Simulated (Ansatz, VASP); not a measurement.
# Two plane-wave programs on Rh

```
Rh
1.0
     2.69275    0.00000    0.00000
    -1.34638    2.33199    0.00000
     0.00000    0.00000    8.78088
Rh
4
Direct
  0.00000 0.00000 0.00000
  0.00000 0.00000 0.50000
  0.33333 0.66667 0.25000
  0.66667 0.33333 0.75000
```

Alike in both runs: task single point; functional RPBE; k mesh 15 × 15 × 4; occupations fermi-dirac, width 0.1 eV; no spin polarisation.

|  | VASP | Ansatz |
| --- | --- | --- |
| version | VASP 6.6.1 | Ansatz 0.2.0 |
| potentials or method | VASP PAW PBE potentials, release 64 (Rh_pv), cutoff 520 eV | plane waves (420 eV) with PAW, scalar-relativistic |
| valence electrons in the cell | 60 | 68 |

|  | VASP | Ansatz | Ansatz less VASP |
| --- | --- | --- | --- |
| pressure (GPa) | 10.8 | 10.6 | -0.16 |
| traceless stress, the component that is largest in VASP (GPa) | 0.09 | 0.08 | -0.005 |

VASP's potentials were made for PBE, not for RPBE. VASP's potentials hold 60 valence electrons a cell and Ansatz's 68, so a difference there can come from the potentials and not from the codes.
